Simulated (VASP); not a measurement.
Runs of VASP 6.6.1 on Si. The structure is that of space group Fd-3m (No. 227), or close to it. The cells are those of the table. 

| level | cell | smearing | gap on the mesh (eV) | pressure (GPa) |
| --- | --- | --- | --- | --- |
| PBE | a = 3.865, b = 3.850 Å, angles 60.1, 59.7, 60.1°, 2 atoms | fermi-dirac 0.02 eV | (b) | 0.5 |
| r2SCAN | a = 3.770 Å, angles 60.0°, 2 atoms | gaussian 0.01 eV | 0.72 | 6.7 |
| r2SCAN | a = 3.865, b = 3.850 Å, angles 60.1, 59.7, 60.1°, 2 atoms | gaussian 0.01 eV | (c) | -1.0 |
| PBE | a = 3.770 Å, angles 60.0°, 2 atoms | fermi-dirac 0.02 eV | (a) | 8.0 |

Alike in all rows: task single point; potentials or basis VASP PAW PBE potentials, release 64 (Si); no spin polarisation; k mesh 8 × 8 × 8; cutoff (eV) 520.

Problem. Fill in the values left out.

Solution. (a) 0.52; (b) 0.60; (c) 0.79.

Caveats: the PAW data sets were made with another functional, which shifts forces and pressure a little (some runs).

A k mesh can miss the band edges.
